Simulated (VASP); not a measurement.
**VH2: vibrations by perturbation theory with LDA**

VH2:

```
CELL_PARAMETERS angstrom
0.00000 2.05482 2.05482
2.05482 0.00000 2.05482
2.05482 2.05482 0.00000
ATOMIC_POSITIONS crystal
V 0.00000 0.00000 0.00000
H 0.25000 0.25000 0.25000
H 0.75000 0.75000 0.75000
```

```
Program                : VASP 6.6.1
Task                   : vibrations by perturbation theory
Functional             : LDA
Potentials or basis    : VASP PAW LDA potentials, release 64 (V_sv, H)
Cutoff                 : 520 eV
k mesh                 : 18 × 18 × 18
Occupations            : fermi-dirac, width 0.15 eV
Spin                   : no spin polarisation
Dipole correction      : no
Further INCAR settings : ALGO = Normal; EDIFF = 1e-08; IBRION = 8; NSW = 1
```

```json
{
  "Highest phonon frequency at Γ": "1445 cm⁻¹"
}
```

Phonon frequencies in cm⁻¹ (negative: imaginary):
```tsv
q point	frequencies
(0.000, 0.000, 0.000)	0 0 0 1274 1274 1274 1445 1445 1445
```

Wall time 120 s on 1 thread of Intel(R) Xeon(R) 6975P-C (Granite Rapids) (shared host), peak memory 0.46 GiB.

Caveat: the cell stands under pressure or tension, which shifts response properties.
